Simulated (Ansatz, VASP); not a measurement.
## One calculation of Sb, two programs

INCAR

```
PREC = Accurate
ENCUT = 520
EDIFF = 1E-6
ISMEAR = -1
SIGMA = 0.05
LREAL = False
LASPH = True
NELM = 60
ALGO = Normal
ISIF = 2
LWAVE = False
LCHARG = False
GGA = PE
NBANDS = 12
```

File KPOINTS:

```
regular mesh
0
Gamma
  8 8 8
```

The input POSCAR:

```
Sb
1.0
    2.1684666409      1.2519647989      3.7828881425
   -2.1684666409      1.2519647989      3.7828881425
    0.0000000000     -2.5039295978      3.7828881425
Sb
2
Direct
    0.7665100000      0.7665100000      0.7665100000
    0.2334900000      0.2334900000      0.2334900000
```

The input input.yaml:

```yaml
crystal:
  lattice:
    - [2.1684666409, 1.2519647989, 3.7828881425]
    - [-2.1684666409, 1.2519647989, 3.7828881425]
    - [0.0, -2.5039295978, 3.7828881425]
  atoms:
    - { symbol: Sb, position: [0.76651, 0.76651, 0.76651] }
    - { symbol: Sb, position: [0.23349, 0.23349, 0.23349] }
hamiltonian:
  xc: pbe
  pseudopotentials: { kind: paw }
kpoints:
  mp_grid: { grid: [8, 8, 8] }
scf:
  occupations: { method: fermi_dirac, width: 0.05 }
output:
  forces: true
  stress: true
  eigenvalues: true
  write_density: true
  write_potential: true
  elf: true
  volumetric_format: npy
```

Alike in both runs: task single point; functional PBE; k mesh 8 × 8 × 8; occupations fermi-dirac, width 0.05 eV; no spin polarisation.

|  | VASP | Ansatz |
| --- | --- | --- |
| version | VASP 6.6.1 | Ansatz 0.2.0 |
| potentials or method | VASP PAW PBE potentials, release 64 (Sb) | Ansatz PAW |
| plane-wave cutoff (eV) | 520 | 420 |
| valence electrons in the cell | 10 | 30 |

|  | VASP | Ansatz | Ansatz less VASP |
| --- | --- | --- | --- |
| gap on the k mesh at the Fermi level (eV) | none | none | - |
| pressure (GPa) | 1.6 | 1.5 | -0.06 |
| traceless stress, the component that is largest in VASP (GPa) | -0.24 | -0.20 | +0.042 |
| rms of the force components (eV/Å) | 0.054 | 0.032 | -0.0218 |

Atom by atom the forces differ by 0.022 eV/Å (rms over components). A gap of «none» marks a metal or a gap that the smearing closes. VASP's potentials hold 10 valence electrons a cell and Ansatz's 30, so a difference there can come from the potentials and not from the codes.

Neither program's run includes spin-orbit coupling.
